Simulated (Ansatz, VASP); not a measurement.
# One calculation of Lu, two programs

INCAR

```
SYSTEM = Lu
  PREC = Accurate
  ENCUT = 520
  EDIFF = 1E-8
  ISMEAR = -1
  SIGMA = 0.03
  LREAL = .False.
  LASPH = .True.
  NELM = 100
  ALGO = Normal
  ISIF = 2
  LWAVE = .False.
  LCHARG = .False.
  GGA = PS
  LEFG = .True.
  NBANDS = 32
```

KPOINTS

```
regular mesh
0
Gamma
  13 13 8
  0 0 0
```

The input POSCAR:

```
Lu
1.0
    3.4981600094      0.0000000000      0.0000000000
   -1.7490800047      3.0294954348      0.0000000000
    0.0000000000      0.0000000000      5.5479824696
Lu
2
Direct
    0.3333333333      0.6666666667      0.2500000000
    0.6666666667      0.3333333333      0.7500000000
```

Input for Ansatz:

```yaml
crystal:
  lattice:
    - [3.4981600094, 0.0, 0.0]
    - [-1.7490800047, 3.0294954348, 0.0]
    - [0.0, 0.0, 5.5479824696]
  atoms:
    - { symbol: Lu, position: [0.3333333333, 0.6666666667, 0.25] }
    - { symbol: Lu, position: [0.6666666667, 0.3333333333, 0.75] }
kpoints:
  mp_grid: { grid: [13, 13, 8] }
scf:
  occupations: { method: fermi_dirac, width: 0.03 }
hamiltonian:
  xc: pbesol
  pseudopotentials: { kind: paw }
output:
  forces: true
  stress: true
  eigenvalues: true
  efg: { contact_densities: true }
```

Change from the starting cell: volume scaled by 0.99, PAW files.

Alike in both runs: task electric field gradients; functional PBEsol; k mesh 13 × 13 × 8; occupations fermi-dirac, width 0.03 eV; no spin polarisation.

```csv
,VASP,Ansatz
version,VASP 6.6.1,Ansatz 0.2.0
potentials or method,"VASP PAW PBE potentials, release 64 (Lu)","PAW with Ansatz's default frozen-core files, scalar-relativistic"
plane-wave cutoff (eV),520,420
valence electrons in the cell,50,50
```

VASP gave:

```
pressure (GPa)                                                : -2.9
traceless stress, the component that is largest in VASP (GPa) : -0.84
size of Vzz on the site where it differs most (V/Å²)          : 56.4
```

Q: What did Ansatz give for the same quantities?

A: Pressure (GPa): -3.0; traceless stress, the component that is largest in VASP (GPa): -0.84; size of Vzz on the site where it differs most (V/Å²): 48.5.

VASP's potentials were made for PBE, not for PBEsol.

Spin-orbit coupling is off throughout.
